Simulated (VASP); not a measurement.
Here is a VASP 6.6.1 calculation.

INCAR

```
SYSTEM = GaSbTe2S
ALGO     = Normal         ! electronic algorithm
EDIFF    = 1E-6           ! SCF threshold, eV
EDIFFG   = -0.04          ! ionic threshold
ENCUT    = 600            ! plane-wave cutoff, eV
GGA      = PE             ! functional
IBRION   = 2              ! ionic algorithm
ISIF     = 3              ! what is computed and relaxed
ISMEAR   = 0              ! smearing method
LASPH    = .True.         ! aspherical terms in the spheres
LCHARG   = .False.        ! write CHGCAR
LREAL    = .False.        ! projectors in reciprocal space
LWAVE    = .False.        ! write WAVECAR
NELM     = 80             ! most SCF steps
NSW      = 90             ! ionic steps
PREC     = Accurate       ! precision mode
SIGMA    = 0.1            ! smearing width, eV
```

Contents of KPOINTS:

```
k-points
0
Gamma
  6 6 2
  0 0 0
```

POSCAR

```
GaSbTe2S
1.0
    4.5690397200      0.0000000000      0.0000000000
   -2.2845198600      3.9569044700      0.0000000000
    0.0000000000      0.0000000000      7.8297341200
Ga Sb Te S
1 1 2 1
Direct
    0.6666666700      0.3333333300      0.6116340200
    0.0000000000      0.0000000000      0.0261640000
    0.3333333300      0.6666666700      0.7338119700
    0.6666666700      0.3333333300      0.2717430000
    0.3333333300      0.6666666700      0.3566470100
```

Potentials or basis: VASP PAW PBE potentials, release 64 (Ga_d, Sb, Te, S).

Launch:

```sh
$ cat potpaw_PBE.64/Ga_d/POTCAR potpaw_PBE.64/Sb/POTCAR potpaw_PBE.64/Te/POTCAR potpaw_PBE.64/S/POTCAR > POTCAR
$ mpirun -np 1 vasp_std > vasp.out
```

(1) Estimate the band gap on the k mesh.

(2) Estimate the space group after relaxing (to 0.1 Å).

(3) Predict the relaxed cell.

(4) Estimate the relaxed volume.

Answers

(1) zero (filled and empty bands touch).

(2) P3m1 (No. 156).

(3) a = 4.061 Å, b = 4.061 Å, c = 11.397 Å, α = 90.00°, β = 90.00°, γ = 120.00°.

(4) 32.56 Å³/atom.

Caveat: the k points lie up to 0.30 Å⁻¹ apart in the final cell; semilocal functionals underestimate gaps, and a narrow one can read as zero; a cell axis changed by over 15 % at a fixed basis, so the end point is rough; spin-orbit coupling is left out, which moves the levels of the heavy elements; this functional lacks dispersion, which binds layers or chains, so the pressure and a relaxed spacing across them are unreliable.
